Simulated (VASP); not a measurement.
Al2C3, 5 atoms in the cell. Symmetry: P-3m1, No. 164, trigonal system. The conventional cell has a = 3.646 Å, b = 3.646 Å, c = 4.402 Å, α = 90.00°, β = 90.00°, γ = 120.00°. Al (site symmetry 3m) has 8 C at 2.14 to 2.35 Å and 3 Al at 2.43 Å within 2.8 Å. C (site symmetry -3m) has 6 Al at 2.19 Å and 6 C at 2.68 Å within 2.9 Å. C (site symmetry 3m) has 5 Al at 2.14 to 2.35 Å and 6 C at 2.38 to 2.68 Å within 2.8 Å. 

| Quantity | Value |
| --- | --- |
| Program | VASP 6.6.1 |
| Task | single point |
| Functional | PBE |
| Potentials or basis | VASP PAW PBE potentials, release 64 (Al, C) |
| Cutoff | 520 eV |
| k mesh | 6 × 6 × 4 |
| Occupations | gaussian, width 0.1 eV |
| Spin | no spin polarisation |
| Dipole correction | no |
| Further INCAR settings | ALGO = Normal; EDIFF = 1e-07; NBANDS = 17 |

Potentials or basis: VASP PAW PBE potentials, release 64 (Al, C).

Launch:

```sh
$ cat potpaw_PBE.64/Al/POTCAR potpaw_PBE.64/C/POTCAR > POTCAR
$ mpirun -np 1 vasp_std > vasp.out
```

Hardware: 1 thread of AMD EPYC 9R14 (Zen 4) (shared host).

Problem. Estimate the wall time of this run.

Solution. Run time: 16 s on 1 thread of AMD EPYC 9R14 (Zen 4) (shared host), peak memory 0.14 GiB. Counts: scf iterations 15, k points 24.
